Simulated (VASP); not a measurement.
# HgTe (F-43m) in VASP: further runs

The runs below take HgTe through single point, with PBE.

All numbers are computed with VASP 6.6.1; they aren't measurements. Logs are shortened: lines on timing, memory, paths and dates and some standing lists are left out, and cuts for length are marked.

## 1. The cell of the first run

It takes space group F-43m (No. 216, cubic). Conventional cell: a = 6.517 Å, b = 6.517 Å, c = 6.517 Å, α = 90.00°, β = 90.00°, γ = 90.00°. Within 3.7 Å of Hg (site symmetry -43m) lie 4 Te at 2.82 Å. Within 3.7 Å of Te (site symmetry -43m) lie 4 Hg at 2.82 Å.

## 2. Single point, PBE (34.60 Å³/atom)

File INCAR:

```
PREC     = Accurate       # precision mode
ENCUT    = 520            # plane-wave cutoff, eV
EDIFF    = 1E-6           # SCF threshold, eV
ISMEAR   = 0              # smearing method
SIGMA    = 0.1            # smearing width, eV
LREAL    = F              # projectors in reciprocal space
LASPH    = T              # aspherical terms in the spheres
NELM     = 60             # most SCF steps
ALGO     = Normal         # electronic algorithm
ISIF     = 2              # what is computed and relaxed
LWAVE    = F              # write WAVECAR
LCHARG   = F              # write CHGCAR
GGA      = PE             # functional
NBANDS   = 16             # bands
```

File KPOINTS:

```
Automatic mesh
0
Gamma
  12 12 12
```

File POSCAR:

```
HgTe
1.0
    0.0000000000      3.2585028726      3.2585028726
    3.2585028726      0.0000000000      3.2585028726
    3.2585028726      3.2585028726      0.0000000000
Hg Te
1 1
Direct
    0.0000000000      0.0000000000      0.0000000000
    0.2500000000      0.2500000000      0.2500000000
```

Potentials or basis: VASP PAW PBE potentials, release 64 (Hg, Te).

The run is started by

```console
cat potpaw_PBE.64/Hg/POTCAR potpaw_PBE.64/Te/POTCAR > POTCAR
mpirun -np 1 vasp_std > vasp.out
```

OUTCAR:

```text
PREC = Accurate
   ENCUT = 520
   EDIFF = 1E-6
   ISMEAR = 0
   LREAL = F
   LASPH = T
   NELM = 60
   ISIF = 2
   GGA = PE

 ion  position               nearest neighbor table
   1  0.000  0.000  0.000-   2 2.82   2 2.82   2 2.82   2 2.82
   2  0.250  0.250  0.250-   1 2.82   1 2.82   1 2.82   1 2.82

  LATTYP: Found a face centered cubic cell.
 ALAT       =     6.5170057452

  Lattice vectors:

 A1 = (   0.0000000000,   3.2585028726,   3.2585028726)
 A2 = (   3.2585028726,   0.0000000000,   3.2585028726)
 A3 = (   3.2585028726,   3.2585028726,   0.0000000000)

Analysis of symmetry for initial positions (statically):
=====================================================================
 Subroutine PRICEL returns:
 Original cell was already a primitive cell.

 Routine SETGRP: Setting up the symmetry group for a
 face centered cubic supercell.

 Subroutine GETGRP returns: Found 24 space group operations
 (whereof 24 operations were pure point group operations)
 out of a pool of 48 trial point group operations.

The static configuration has the point symmetry T_d .

Analysis of symmetry for dynamics (positions and initial velocities):
=====================================================================
 Subroutine PRICEL returns:
 Original cell was already a primitive cell.

 Routine SETGRP: Setting up the symmetry group for a
 face centered cubic supercell.

 Subroutine GETGRP returns: Found 24 space group operations
 (whereof 24 operations were pure point group operations)
 out of a pool of 48 trial point group operations.

The dynamic configuration has the point symmetry T_d .

 Subroutine INISYM returns: Found 24 space group operations
 (whereof 24 operations are pure point group operations),
 and found     1 'primitive' translations

----------------------------------------------------------------------------------------

                                     Primitive cell

  volume of cell :      69.1965

  direct lattice vectors                    reciprocal lattice vectors
     0.000000000  3.258502873  3.258502873    -0.153444701  0.153444701  0.153444701
     3.258502873  0.000000000  3.258502873     0.153444701 -0.153444701  0.153444701
     3.258502873  3.258502873  0.000000000     0.153444701  0.153444701 -0.153444701

  length of vectors
     4.608218955  4.608218955  4.608218955     0.265774019  0.265774019  0.265774019

  position of ions in fractional coordinates (direct lattice)
     0.000000000  0.000000000  0.000000000
     0.250000000  0.250000000  0.250000000

  ion indices of the primitive-cell ions
   primitive index   ion index
                 1           1
                 2           2

----------------------------------------------------------------------------------------

 KPOINTS: Automatic mesh

Automatic generation of k-mesh.
 Grid dimensions read from file:
 generate k-points for:   12   12   12

 Generating k-lattice:

  Cartesian coordinates                     Fractional coordinates (reciprocal lattice)
    -0.012787058  0.012787058  0.012787058     0.083333333  0.000000000  0.000000000
     0.012787058 -0.012787058  0.012787058     0.000000000  0.083333333  0.000000000
     0.012787058  0.012787058 -0.012787058     0.000000000  0.000000000  0.083333333

  Length of vectors
     0.022147835  0.022147835  0.022147835

  Shift w.r.t. Gamma in fractional coordinates (k-lattice)
     0.000000000  0.000000000  0.000000000

 Subroutine IBZKPT returns following result:
 ===========================================

 Found     72 irreducible k-points:

 Following reciprocal coordinates:
            Coordinates               Weight
  0.000000  0.000000  0.000000      1.000000
  0.083333  0.000000  0.000000      8.000000
  0.166667  0.000000  0.000000      8.000000
  0.250000  0.000000  0.000000      8.000000
  0.333333  0.000000  0.000000      8.000000
  0.416667  0.000000  0.000000      8.000000
[... 16 lines left out ...]
  0.500000  0.166667  0.000000     24.000000
 -0.416667  0.166667  0.000000     24.000000
 [... further k-points ...]
   k-points           NKPTS =     72   k-points in BZ     NKDIM =     72   number of bands    NBANDS=     16
   number of dos      NEDOS =    301   number of ions     NIONS =      2
   total plane-waves  NPLWV =  46656
   dimension x,y,z NGX =    36 NGY =   36 NGZ =   36
   dimension x,y,z NGXF=    72 NGYF=   72 NGZF=   72
   ions per type =               1   1
   NGX,Y,Z   is equivalent  to a cutoff of  12.99, 12.99, 12.99 a.u.
   NGXF,Y,Z  is equivalent  to a cutoff of  25.97, 25.97, 25.97 a.u.
 SYSTEM =  unknown system
   PREC   = accura    normal or accurate (medium, high low for compatibility)
   ISTART =      0    job   : 0-new  1-cont  2-samecut
   ICHARG =      2    charge: 1-file 2-atom 10-const
   ISPIN  =      1    spin polarized calculation?
   LNONCOLLINEAR =      F non collinear calculations
   LSORBIT =      F    spin-orbit coupling
   LASPH  =      T    aspherical Exc in radial PAW
   ENCUT  =  520.0 eV  38.22 Ry    6.18 a.u.   8.57  8.57  8.57*2*pi/ulx,y,z
   NELM   =     60;   NELMIN=  2; NELMDL= -5     # of ELM steps
   EDIFF  = 0.1E-05   stopping-criterion for ELM
   LREAL  =      F    real-space projection
[... 7 lines left out ...]
   TEBEG  =    0.0;   TEEND  =   0.0 temperature during run
   PSTRESS=    0.0 pullay stress
   NELECT =      18.0000    total number of electrons
   NUPDOWN=      -1.0000    fix difference up-down
   EMIN   =  10.00;   EMAX   =-10.00  energy-range for DOS
   EFERMI =   0.00;   METHOD = LEGACY
   ISMEAR =     0;   SIGMA  =   0.10  broadening in eV -4-tet -1-fermi 0-gaus
   EFERMI_NEDOS =   21; number of points for ismear=-14 and -15
   IALGO  =     38    algorithm
   IMIX   =      4    mixing-type and parameters
     AMIX     =   0.40;   BMIX     =  1.00
     AMIX_MAG =   1.60;   BMIX_MAG =  1.00
  volume/ion in A,a.u.               =      34.60       233.48
  Fermi-wavevector in a.u.,A,eV,Ry     =   1.045051  1.974860 14.859357  1.092132
  Thomas-Fermi vector in A             =   2.179830
   LORBIT       =      0    0 simple, 1 ext, 2 COOP (PROOUT), +10 PAW based schemes
   GGA     = PE    functional components
   LHFCALC =     F    Hartree Fock is set to
   AEXX    =    0.0000 exact exchange contribution
   IVDW    =     0    specifies the selected vdW correction
   LEPSILON=     F    determine dielectric tensor
   LRPA    =     F    only Hartree local field effects (RPA)
 non-spin polarized calculation
 Gauss-broadening in eV      SIGMA  =   0.10
  energy-cutoff  :      520.00
  volume of cell :       69.20
 maximum number of plane-waves:      1892
 NGX is ok and might be reduce to    36
   NGX = 17   NGY = 17   NGZ = 17

 number of electron      18.0000002 magnetization

 Free energy of the ion-electron system (eV)
  ---------------------------------------------------
  ext. energy  EPLUGINS =         0.00000000
  ---------------------------------------------------
  free energy    TOTEN  =        -3.61843737 eV

  energy without entropy =       -3.61828003  energy(sigma->0) =       -3.61835870

 E-fermi :   2.9046     XC(G=0):  -8.6320

 val. band max:        2.8397180222   @ k =   0.0000   0.0000   0.0000
 cond. band min:       3.2544559359   @ k =   0.0833   0.0000   0.0000
 fundamental gap:      0.4147379137
 Fermi energy:         2.9045887722

 k-point     1 :       0.0000    0.0000    0.0000
  band No.  band energies     occupation
      1      -8.9737      2.00000
      2      -4.3730      2.00000
      3      -4.3730      2.00000
      4      -4.3730      2.00000
      5      -3.8722      2.00000
      6      -3.8722      2.00000
[... 8 lines left out ...]
     15      12.3576      0.00000
     16      12.3576      0.00000

 k-point     2 :       0.0833    0.0000    0.0000
  band No.  band energies     occupation
      1      -8.9405      2.00000
      2      -4.3636      2.00000
      3      -4.3636      2.00000
      4      -4.3608      2.00000
      5      -3.8733      2.00000
      6      -3.8733      2.00000
[... 8 lines left out ...]
     15      11.8312      0.00000
     16      11.8312      0.00000

 k-point     3 :       0.1667    0.0000    0.0000
  band No.  band energies     occupation
      1      -8.8476      2.00000
      2      -4.3388      2.00000
      3      -4.3388      2.00000
      4      -4.3159      2.00000
      5      -3.8748      2.00000
      6      -3.8748      2.00000
[... 8 lines left out ...]
     15      11.4094      0.00000
     16      11.4094      0.00000

 k-point     4 :       0.2500    0.0000    0.0000
  band No.  band energies     occupation
      1      -8.7155      2.00000
      2      -4.3073      2.00000
      3      -4.3073      2.00000
      4      -4.2157      2.00000
      5      -3.8731      2.00000
      6      -3.8731      2.00000
[... 8 lines left out ...]
     15      11.3499      0.00000
     16      11.3499      0.00000

 k-point     5 :       0.3333    0.0000    0.0000
  band No.  band energies     occupation
      1      -8.5773      2.00000
      2      -4.2794      2.00000
      3      -4.2794      2.00000
      4      -4.0332      2.00000
      5      -3.8661      2.00000
      6      -3.8661      2.00000
[... 8 lines left out ...]
     15      11.7083      0.00000
     16      11.7083      0.00000

 k-point     6 :       0.4167    0.0000    0.0000
  band No.  band energies     occupation
      1      -8.4719      2.00000
      2      -4.2620      2.00000
      3      -4.2620      2.00000
      4      -3.8569      2.00000
      5      -3.8569      2.00000
      6      -3.7678      2.00000
[... 8 lines left out ...]
     15      12.3720      0.00000
     16      12.3720      0.00000

 k-point     7 :       0.5000    0.0000    0.0000
  band No.  band energies     occupation
      1      -8.4325      2.00000
      2      -4.2563      2.00000
      3      -4.2563      2.00000
      4      -3.8526      2.00000
      5      -3.8526      2.00000
      6      -3.5826      2.00000
[... 8 lines left out ...]
     15      12.8582      0.00000
     16      12.8582      0.00000

 k-point     8 :       0.0833    0.0833    0.0000
  band No.  band energies     occupation
      1      -8.9293      2.00000
      2      -4.3678      2.00000
      3      -4.3550      2.00000
      4      -4.3550      2.00000
      5      -3.8790      2.00000
      6      -3.8683      2.00000
[... 8 lines left out ...]
     15      11.2279      0.00000
     16      12.3931      0.00000

 k-point     9 :       0.1667    0.0833    0.0000
  band No.  band energies     occupation
      1      -8.8562      2.00000
      2      -4.3513      2.00000
      3      -4.3301      2.00000
      4      -4.3234      2.00000
      5      -3.8849      2.00000
      6      -3.8652      2.00000
[... 8 lines left out ...]
     15      10.8813      0.00000
     16      12.0522      0.00000
[... 172 lines left out ...]
 k-point    19 :       0.1667    0.1667    0.0000
  band No.  band energies     occupation
      1      -8.8050      2.00000
      2      -4.3459      2.00000
      3      -4.3037      2.00000
      4      -4.3037      2.00000
      5      -3.8940      2.00000
      6      -3.8576      2.00000
[... 8 lines left out ...]
     15      11.3018      0.00000
     16      12.4974      0.00000

 k-point    20 :       0.2500    0.1667    0.0000
  band No.  band energies     occupation
      1      -8.7051      2.00000
      2      -4.3178      2.00000
      3      -4.2681      2.00000
      4      -4.2531      2.00000
      5      -3.8962      2.00000
      6      -3.8514      2.00000
[... 8 lines left out ...]
     15      12.0255      0.00000
     16      12.4062      0.00000

 k-point    21 :       0.3333    0.1667    0.0000
  band No.  band energies     occupation
      1      -8.5801      2.00000
      2      -4.2822      2.00000
      3      -4.2347      2.00000
      4      -4.1492      2.00000
      5      -3.8782      2.00000
      6      -3.8459      2.00000
[... 8 lines left out ...]
     15      12.2265      0.00000
     16      12.5174      0.00000

 k-point    22 :       0.4167    0.1667    0.0000
  band No.  band energies     occupation
      1      -8.4629      2.00000
      2      -4.2549      2.00000
      3      -4.2127      2.00000
      4      -4.0055      2.00000
      5      -3.8430      2.00000
      6      -3.7999      2.00000
[... 8 lines left out ...]
     15      12.2494      0.00000
     16      12.9374      0.00000

 k-point    23 :       0.5000    0.1667    0.0000
  band No.  band energies     occupation
      1      -8.3878      2.00000
      2      -4.2394      2.00000
      3      -4.2054      2.00000
      4      -3.9195      2.00000
      5      -3.8477      2.00000
      6      -3.6090      2.00000
[... 8 lines left out ...]
     15      12.4685      0.00000
     16      12.9735      0.00000

 k-point    24 :      -0.4167    0.1667    0.0000
  band No.  band energies     occupation
      1      -8.3780      2.00000
      2      -4.2335      2.00000
      3      -4.2123      2.00000
      4      -3.8871      2.00000
      5      -3.8617      2.00000
      6      -3.5616      2.00000
[... 8 lines left out ...]
     15      12.1637      0.00000
     16      12.4135      0.00000

 [... further k-points ...]
[... 5 lines left out ...]
  --------------------------------------------------------------------------------------
  -------------------------------------------------------------------------------------
  Total        1.0786181      1.0786181      1.0786181     -0.0000000      0.0000000     -0.0000000
  in kB       24.9743359     24.9743359     24.9743359     -0.0000000      0.0000000     -0.0000000
  external PRESSURE =      24.9743359 kB  Pullay stress =       0.0000000 kB

 VOLUME and BASIS-vectors are now :
 -----------------------------------------------------------------------------
  energy-cutoff  :      520.00
  volume of cell :       69.20
      direct lattice vectors                 reciprocal lattice vectors
     0.000000000  3.258502873  3.258502873    -0.153444701  0.153444701  0.153444701
     3.258502873  0.000000000  3.258502873     0.153444701 -0.153444701  0.153444701
     3.258502873  3.258502873  0.000000000     0.153444701  0.153444701 -0.153444701

 POSITION                                       TOTAL-FORCE (eV/Angst)
 -----------------------------------------------------------------------------------
      0.00000      0.00000      0.00000        -0.000000     -0.000000     -0.000000
      1.62925      1.62925      1.62925         0.000000      0.000000      0.000000
 -----------------------------------------------------------------------------------
    total drift:                               -0.000000     -0.000000     -0.000000

  FREE ENERGIE OF THE ION-ELECTRON SYSTEM (eV)
  ---------------------------------------------------
  free  energy   TOTEN  =        -3.6184373651 eV

  energy  without entropy=       -3.6182800341  energy(sigma->0) =       -3.61835870
```

Run time: 64 s. Hardware: 1 thread of Intel Xeon Platinum 8259CL at 2.50GHz (Skylake/Cascade Lake), shared host; peak memory 0.25 GiB.

What came out:

```yaml
Free_energy: -3.6184 eV
Pressure: 2.5 GPa
Band_gap_on_the_k_mesh: zero (filled and empty bands touch)
```

Caveat: semilocal functionals underestimate gaps, and a narrow one can read as zero; spin-orbit coupling is left out, which moves the levels of the heavy elements.

## 3. Single point, PBE (35.70 Å³/atom)

This run uses another cell than the first one, of 35.70 Å³/atom.

File INCAR:

```
ALGO = Normal
EDIFF = 1E-6
ENCUT = 520
GGA = PE
ISIF = 2
ISMEAR = 0
LASPH = True
LCHARG = True
LELF = True
LREAL = False
LVHAR = True
LWAVE = False
NBANDS = 16
NELM = 80
PREC = Accurate
SIGMA = 0.1
```

File KPOINTS:

```
k-points
0
Gamma
  12 12 12
```

File POSCAR:

```
HgTe
1.0
    0.0000000000      3.2928054236      3.2928054236
    3.2928054236      0.0000000000      3.2928054236
    3.2928054236      3.2928054236      0.0000000000
Hg Te
1 1
Direct
    0.0000000000      0.0000000000      0.0000000000
    0.2500000000      0.2500000000      0.2500000000
```

Potentials or basis: VASP PAW PBE potentials, release 64 (Hg, Te).

The run is started by

```console
cat potpaw_PBE.64/Hg/POTCAR potpaw_PBE.64/Te/POTCAR > POTCAR
mpirun -np 1 vasp_std > vasp.out
```

Run time: 68 s. Hardware: 1 thread of Intel Xeon Platinum 8259CL at 2.50GHz (Skylake/Cascade Lake), shared host; peak memory 0.26 GiB.

It converged, with:

```
Free energy            : -3.6438 eV
Pressure               : 1.1 GPa
Band gap on the k mesh : zero (filled and empty bands touch)
```

Levels at points of the mesh, in eV from the Fermi level:
```csv
k point,band 6,band 7,band 8,band 9,band 10,band 11,band 12,band 13
"(0.00, 0.00, 0.00)",-6.65,-0.93,-0.07,-0.07,-0.07,4.26,4.26,4.26
"(0.50, 0.00, 0.00)",-6.38,-5.20,-0.95,-0.95,0.64,5.02,5.02,6.78
"(0.50, 0.50, 0.00)",-6.25,-5.20,-2.11,-2.11,1.84,2.57,7.95,8.56
```

Caveat: semilocal functionals underestimate gaps, and a narrow one can read as zero; spin-orbit coupling is left out, which moves the levels of the heavy elements.

## 4. Single point, PBE (37.91 Å³/atom)

This run uses another cell than the first one, of 37.91 Å³/atom.

File INCAR:

```
ALGO = Normal
EDIFF = 1E-6
ENCUT = 520
GGA = PE
ISIF = 2
ISMEAR = 0
LASPH = T
LCHARG = T
LELF = T
LREAL = F
LVHAR = T
LWAVE = F
NBANDS = 16
NELM = 100
PREC = Accurate
SIGMA = 0.1
```

KPOINTS is that of step 3.

File POSCAR:

```
HgTe
1.0
    0.0000000000      3.3593446725      3.3593446725
    3.3593446725      0.0000000000      3.3593446725
    3.3593446725      3.3593446725      0.0000000000
Hg Te
1 1
Direct
    0.0000000000      0.0000000000      0.0000000000
    0.2500000000      0.2500000000      0.2500000000
```

The run is started by

```console
cat potpaw_PBE.64/Hg/POTCAR potpaw_PBE.64/Te/POTCAR > POTCAR
mpirun -np 1 vasp_std > vasp.out
```

Run time: 68 s. Hardware: 1 thread of Intel Xeon Platinum 8259CL at 2.50GHz (Skylake/Cascade Lake), shared host; peak memory 0.26 GiB.

It converged, with:

```yaml
Free_energy: -3.6458 eV
Pressure: -0.9 GPa
Band_gap_on_the_k_mesh: zero (filled and empty bands touch)
```

Levels at points of the mesh, in eV from the Fermi level:
```
           k point  band 6  band 7  band 8  band 9  band 10  band 11  band 12  band 13
(0.00, 0.00, 0.00)   -6.42   -1.06   -0.07   -0.07    -0.07     4.34     4.34     4.34
(0.50, 0.00, 0.00)   -6.19   -4.85   -0.85   -0.85     0.62     5.06     5.06     6.67
(0.50, 0.50, 0.00)   -6.08   -4.90   -1.89   -1.89     1.83     2.71     7.75     8.31
```

Caveat: semilocal functionals underestimate gaps, and a narrow one can read as zero; spin-orbit coupling is left out, which moves the levels of the heavy elements.

(Continued in part 2 of 2.)

The gap in the log of VASP goes by the Fermi energy; the results here count the filled bands.